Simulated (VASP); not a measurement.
# Mg (I4/mmm) in VASP: relaxation of cell and atoms with PBEsol

Aim: the relaxation of cell and atoms of Mg with PBEsol.

Program: VASP 6.6.1. These are calculated values, not measurements. Logs are shortened: lines on timing, memory, paths and dates and some standing lists are left out, and cuts for length are marked.

## Step 1: The cell of the first run

It takes space group I4/mmm (No. 139, tetragonal). Conventional cell: a = 3.648 Å, b = 3.648 Å, c = 3.456 Å, α = 90.00°, β = 90.00°, γ = 90.00°. Within 4.1 Å of Mg (site symmetry 4/mmm) lie 14 Mg at 3.11 to 3.65 Å.

## Step 2: Relaxation of cell and atoms, PBEsol

Contents of INCAR:

```
SYSTEM = Mg
PREC     = Accurate       ! precision mode
ENCUT    = 600            ! plane-wave cutoff, eV
EDIFF    = 1E-6           ! SCF threshold, eV
ISMEAR   = -1             ! smearing method
SIGMA    = 0.15           ! smearing width, eV
LREAL    = .False.        ! projectors in reciprocal space
LASPH    = .True.         ! aspherical terms in the spheres
NELM     = 100            ! most SCF steps
ALGO     = Fast           ! electronic algorithm
ISIF     = 3              ! what is computed and relaxed
LWAVE    = .False.        ! write WAVECAR
LCHARG   = .False.        ! write CHGCAR
GGA      = PS             ! functional
IBRION   = 2              ! ionic algorithm
NSW      = 80             ! ionic steps
EDIFFG   = -0.001         ! ionic threshold
```

Contents of KPOINTS:

```
Automatic mesh
0
Gamma
  16 16 16
  0 0 0
```

Contents of POSCAR:

```
Mg
1.0
   -1.8241270502      1.8241270502      1.7281581526
    1.8241270502     -1.8241270502      1.7281581526
    1.8241270502      1.8241270502     -1.7281581526
Mg
1
Direct
    0.0000000000      0.0000000000      0.0000000000
```

Potentials or basis: VASP PAW PBE potentials, release 64 (Mg).

Launch:

```console
$ cat potpaw_PBE.64/Mg/POTCAR > POTCAR
$ mpirun -np 1 vasp_std > vasp.out
```

OUTCAR:

```text
SYSTEM = Mg
   PREC = Accurate
   ENCUT = 600
   EDIFF = 1E-6
   ISMEAR = -1
   LREAL = .False.
   LASPH = .True.
   NELM = 100
   ISIF = 3
   GGA = PS
   IBRION = 2
   NSW = 80
   EDIFFG = -0.001

 ion  position               nearest neighbor table
   1  0.000  0.000  0.000-

  LATTYP: Found a body centered tetragonal cell.
 ALAT       =     3.6482541004
 C/A-ratio  =     0.9473891374

  Lattice vectors:

 A1 = (  -1.8241270502,   1.8241270502,   1.7281581526)
 A2 = (   1.8241270502,  -1.8241270502,   1.7281581526)
 A3 = (   1.8241270502,   1.8241270502,  -1.7281581526)

Analysis of symmetry for initial positions (statically):
=====================================================================
 Subroutine PRICEL returns:
 Original cell was already a primitive cell.

 Routine SETGRP: Setting up the symmetry group for a
 body centered tetragonal supercell.

 Subroutine GETGRP returns: Found 16 space group operations
 (whereof 16 operations were pure point group operations)
 out of a pool of 16 trial point group operations.

The static configuration has the point symmetry D_4h.

Analysis of symmetry for dynamics (positions and initial velocities):
=====================================================================
 Subroutine PRICEL returns:
 Original cell was already a primitive cell.

 Routine SETGRP: Setting up the symmetry group for a
 body centered tetragonal supercell.

 Subroutine GETGRP returns: Found 16 space group operations
 (whereof 16 operations were pure point group operations)
 out of a pool of 16 trial point group operations.

The dynamic configuration has the point symmetry D_4h.

 Subroutine INISYM returns: Found 16 space group operations
 (whereof 16 operations are pure point group operations),
 and found     1 'primitive' translations

----------------------------------------------------------------------------------------

                                     Primitive cell

  volume of cell :      23.0014

  direct lattice vectors                    reciprocal lattice vectors
    -1.824127050  1.824127050  1.728158153     0.000000000  0.274103714  0.289325372
     1.824127050 -1.824127050  1.728158153     0.274103714  0.000000000  0.289325372
     1.824127050  1.824127050 -1.728158153     0.274103714  0.274103714  0.000000000

  length of vectors
     3.105061930  3.105061930  3.105061930     0.398549893  0.398549893  0.387641190

  position of ions in fractional coordinates (direct lattice)
     0.000000000  0.000000000  0.000000000

  ion indices of the primitive-cell ions
   primitive index   ion index
                 1           1

----------------------------------------------------------------------------------------

 KPOINTS: Automatic mesh

Automatic generation of k-mesh.
 Grid dimensions read from file:
 generate k-points for:   16   16   16

 Generating k-lattice:

  Cartesian coordinates                     Fractional coordinates (reciprocal lattice)
     0.000000000  0.017131482  0.018082836     0.062500000 -0.000000000  0.000000000
     0.017131482  0.000000000  0.018082836    -0.000000000  0.062500000  0.000000000
     0.017131482  0.017131482  0.000000000     0.000000000  0.000000000  0.062500000

  Length of vectors
     0.024909368  0.024909368  0.024227574

  Shift w.r.t. Gamma in fractional coordinates (k-lattice)
     0.000000000  0.000000000  0.000000000

 Subroutine IBZKPT returns following result:
 ===========================================

 Found    349 irreducible k-points:

 Following reciprocal coordinates:
            Coordinates               Weight
  0.000000  0.000000  0.000000      1.000000
  0.062500  0.000000  0.000000      8.000000
  0.125000  0.000000  0.000000      8.000000
  0.187500  0.000000  0.000000      8.000000
  0.250000  0.000000  0.000000      8.000000
  0.312500  0.000000  0.000000      8.000000
[... 16 lines left out ...]
 -0.125000  0.062500  0.000000     16.000000
 -0.062500  0.062500  0.000000      4.000000
 [... further k-points ...]
   k-points           NKPTS =    349   k-points in BZ     NKDIM =    349   number of bands    NBANDS=      5
   number of dos      NEDOS =    301   number of ions     NIONS =      1
   total plane-waves  NPLWV =  21952
   dimension x,y,z NGX =    28 NGY =   28 NGZ =   28
   dimension x,y,z NGXF=    56 NGYF=   56 NGZF=   56
   ions per type =               1
   NGX,Y,Z   is equivalent  to a cutoff of  14.99, 14.99, 14.99 a.u.
   NGXF,Y,Z  is equivalent  to a cutoff of  29.98, 29.98, 29.98 a.u.
 SYSTEM =  Mg
   PREC   = accura    normal or accurate (medium, high low for compatibility)
   ISTART =      0    job   : 0-new  1-cont  2-samecut
   ICHARG =      2    charge: 1-file 2-atom 10-const
   ISPIN  =      1    spin polarized calculation?
   LNONCOLLINEAR =      F non collinear calculations
   LSORBIT =      F    spin-orbit coupling
   LASPH  =      T    aspherical Exc in radial PAW
   ENCUT  =  600.0 eV  44.10 Ry    6.64 a.u.   6.20  6.20  6.20*2*pi/ulx,y,z
   NELM   =    100;   NELMIN=  2; NELMDL= -5     # of ELM steps
   EDIFF  = 0.1E-05   stopping-criterion for ELM
   LREAL  =      F    real-space projection
   EDIFFG = -.1E-02   stopping-criterion for IOM
   NSW    =     80    number of steps for IOM
   IBRION =      2    ionic relax: 0-MD 1-quasi-New 2-CG
   NFREE  =      1    steps in history (QN), initial steepest desc. (CG)
   ISIF   =      3    stress and relaxation
   ISYM   =      2    0-nonsym 1-usesym 2-fastsym
   POTIM  = 0.5000    time-step for ionic-motion
   TEBEG  =    0.0;   TEEND  =   0.0 temperature during run
   PSTRESS=    0.0 pullay stress
   NELECT =       2.0000    total number of electrons
   NUPDOWN=      -1.0000    fix difference up-down
   EMIN   =  10.00;   EMAX   =-10.00  energy-range for DOS
   EFERMI =   0.00;   METHOD = LEGACY
   ISMEAR =    -1;   SIGMA  =   0.15  broadening in eV -4-tet -1-fermi 0-gaus
   EFERMI_NEDOS =   21; number of points for ismear=-14 and -15
   IALGO  =     68    algorithm
   IMIX   =      4    mixing-type and parameters
     AMIX     =   0.40;   BMIX     =  1.00
     AMIX_MAG =   1.60;   BMIX_MAG =  1.00
  volume/ion in A,a.u.               =      23.00       155.22
  Fermi-wavevector in a.u.,A,eV,Ry     =   0.725271  1.370563  7.156909  0.526018
  Thomas-Fermi vector in A             =   1.815951
   LORBIT       =      0    0 simple, 1 ext, 2 COOP (PROOUT), +10 PAW based schemes
   GGA     = PS    functional components
   LHFCALC =     F    Hartree Fock is set to
   AEXX    =    0.0000 exact exchange contribution
   IVDW    =     0    specifies the selected vdW correction
   LEPSILON=     F    determine dielectric tensor
   LRPA    =     F    only Hartree local field effects (RPA)
 conjugate gradient relaxation of ions
 non-spin polarized calculation
 RMM-DIIS sequential band-by-band and
  energy-cutoff  :      600.00
  volume of cell :       23.00
 maximum number of plane-waves:       791
 NGX is ok and might be reduce to    28
   NGX = 13   NGY = 13   NGZ = 13

--------------------------------------- Ionic step        1  -------------------------------------------

 number of electron       2.0000000 magnetization

 Free energy of the ion-electron system (eV)
  ---------------------------------------------------
  ext. energy  EPLUGINS =         0.00000000
  ---------------------------------------------------
  free energy    TOTEN  =        -1.71020986 eV

  energy without entropy =       -1.67821898  energy(sigma->0) =       -1.69421442

------------------------ aborting loop because EDIFF is reached ----------------------------------------

  FORCE on cell =-STRESS in cart. coord.  units (eV):
  Direction    XX          YY          ZZ          XY          YZ          ZX
  --------------------------------------------------------------------------------------
  -------------------------------------------------------------------------------------
  Total       -0.1055237     -0.1055237     -0.1050739      0.0000000      0.0000000      0.0000000
  in kB       -7.3503340     -7.3503340     -7.3189978      0.0000000      0.0000000      0.0000000
  external PRESSURE =      -7.3398886 kB  Pullay stress =       0.0000000 kB
[... 86 lines left out ...]
  FREE ENERGIE OF THE ION-ELECTRON SYSTEM (eV)
  ---------------------------------------------------
  free  energy   TOTEN  =        -1.7113243262 eV

  energy  without entropy=       -1.6797232660  energy(sigma->0) =       -1.69552380

[... ionic steps 4 to 20 ...]

--------------------------------------- Ionic step       21  -------------------------------------------

 number of electron       2.0000000 magnetization

------------------------ aborting loop because EDIFF is reached ----------------------------------------

  FORCE on cell =-STRESS in cart. coord.  units (eV):
  Direction    XX          YY          ZZ          XY          YZ          ZX
  --------------------------------------------------------------------------------------
  -------------------------------------------------------------------------------------
  Total       -0.0049463     -0.0049463     -0.0042985     -0.0000000     -0.0000000      0.0000000
  in kB       -0.3518497     -0.3518497     -0.3057695     -0.0000000     -0.0000000      0.0000000
  external PRESSURE =      -0.3364896 kB  Pullay stress =       0.0000000 kB
[... 55 lines left out ...]
  energy  without entropy=       -1.6797741619  energy(sigma->0) =       -1.69559535

--------------------------------------- Ionic step       23  -------------------------------------------

 number of electron       2.0000000 magnetization

 Free energy of the ion-electron system (eV)
  ---------------------------------------------------
  ext. energy  EPLUGINS =         0.00000000
  ---------------------------------------------------
  free energy    TOTEN  =        -1.71141631 eV

  energy without entropy =       -1.67977462  energy(sigma->0) =       -1.69559546

 E-fermi :   2.7263     XC(G=0):  -8.5990

 val. band max:        2.7209593720   @ k =   0.3125   0.3125   0.1875
 cond. band min:       2.7270617411   @ k =  -0.3125  -0.4375   0.1875
 fundamental gap:      0.0061023691
 Fermi energy:         2.7262635437

 k-point     1 :       0.0000    0.0000    0.0000
  band No.  band energies     occupation
      1      -4.3157      2.00000
      2      15.8421      0.00000
      3      15.8421      0.00000
      4      15.8422      0.00000
      5      17.8876      0.00000

 k-point     2 :       0.0625    0.0000    0.0000
  band No.  band energies     occupation
      1      -4.2225      2.00000
      2      14.7474      0.00000
      3      15.3666      0.00000
      4      15.4021      0.00000
      5      16.9517      0.00000
[... 169 lines left out ...]
 k-point    24 :      -0.0625    0.0625    0.0000
  band No.  band energies     occupation
      1      -4.2225      2.00000
      2      14.7474      0.00000
      3      15.3666      0.00000
      4      15.4021      0.00000
      5      17.1285      0.00000

 [... further k-points ...]

------------------------ aborting loop because EDIFF is reached ----------------------------------------

  FORCE on cell =-STRESS in cart. coord.  units (eV):
  Direction    XX          YY          ZZ          XY          YZ          ZX
  --------------------------------------------------------------------------------------
  -------------------------------------------------------------------------------------
  Total       -0.0007651     -0.0007651     -0.0008353     -0.0000000     -0.0000000      0.0000000
  in kB       -0.0544668     -0.0544668     -0.0594645     -0.0000000     -0.0000000      0.0000000
  external PRESSURE =      -0.0561327 kB  Pullay stress =       0.0000000 kB
[... 16 lines left out ...]
  FREE ENERGIE OF THE ION-ELECTRON SYSTEM (eV)
  ---------------------------------------------------
  free  energy   TOTEN  =        -1.7114163112 eV

  energy  without entropy=       -1.6797746162  energy(sigma->0) =       -1.69559546

 reached required accuracy - stopping structural energy minimisation
```

It took 2.6 min on 1 thread of AMD EPYC 9R45 (Zen 5), shared host; peak memory 0.19 GiB.

What came out:

```yaml
Free_energy: -1.7114 eV
Relaxed_volume: 22.51 Å³/atom
Relaxed_cell: a = 3.081 Å, b = 3.081 Å, c = 3.081 Å, α = 109.47°, β = 109.47°, γ = 109.47°
Space_group_after_relaxing_to_0.1_Å: Im-3m (No. 229)
Energy_gained_by_relaxing: 1.2 meV/atom
Ionic_steps: 23
Pressure_after_relaxing: 0.0 GPa
Band_gap_on_the_k_mesh: zero (bands 1 and 2 overlap by 4.81 eV)
```

Step by step:
| step | energy change (eV) | largest force (eV/Å) | pressure (GPa) | volume (Å³) |
| --- | --- | --- | --- | --- |
| 1 | 0.0000 | 0.0000 | -0.73 | 23.00 |
| 2 | -0.0010 | 0.0000 | -0.20 | 22.65 |
| 3 | -0.0011 | 0.0000 | -0.01 | 22.53 |
| 4 | -0.0011 | 0.0000 | 0.01 | 22.52 |
| 5 | -0.0011 | 0.0000 | 0.01 | 22.52 |
| 6 | -0.0011 | 0.0000 | 0.01 | 22.52 |
| 7 | -0.0011 | 0.0000 | 0.01 | 22.52 |
| 8 | -0.0011 | 0.0000 | 0.01 | 22.51 |
| 9 | -0.0012 | 0.0000 | 0.02 | 22.50 |
| 10 | -0.0012 | 0.0000 | 0.05 | 22.48 |
| 11 | -0.0012 | 0.0000 | 0.00 | 22.51 |
| 12 | -0.0012 | 0.0000 | -0.01 | 22.51 |
| 13 | -0.0012 | 0.0000 | -0.02 | 22.52 |
| 14 | -0.0012 | 0.0000 | -0.02 | 22.52 |
| 15 | -0.0012 | 0.0000 | -0.04 | 22.53 |
| 16 | -0.0012 | 0.0000 | -0.07 | 22.55 |
| 17 | -0.0012 | 0.0000 | -0.06 | 22.54 |
| 18 | -0.0012 | 0.0000 | -0.06 | 22.54 |
| 19 | -0.0012 | 0.0000 | -0.05 | 22.54 |
| 20 | -0.0012 | 0.0000 | -0.05 | 22.53 |
| 21 | -0.0012 | 0.0000 | -0.03 | 22.52 |
| 22 | -0.0012 | 0.0000 | -0.01 | 22.51 |
| 23 | -0.0012 | 0.0000 | -0.01 | 22.51 |

Final structure:
```
Mg
1.0
    -1.77861    1.77861    1.77862
     1.77861   -1.77861    1.77862
     1.77861    1.77861   -1.77862
Mg
1
Cartesian
  1.7786 -1.7786 1.7786
```

Levels at points of the mesh, in eV from the Fermi level:
```
           k point  band 1  band 2  band 3  band 4  band 5
(0.00, 0.00, 0.00)   -7.04   13.12   13.12   13.12   15.16
(0.50, 0.00, 0.00)   -1.53   -0.92    8.67    9.46   10.31
(0.50, 0.50, 0.00)   -1.53   -0.92    8.67    9.46   10.31
(0.50, 0.50, 0.50)    3.89    3.89    3.89    3.99    3.99
```

Caveat: the PAW data sets were made with another functional, which shifts forces and pressure a little.
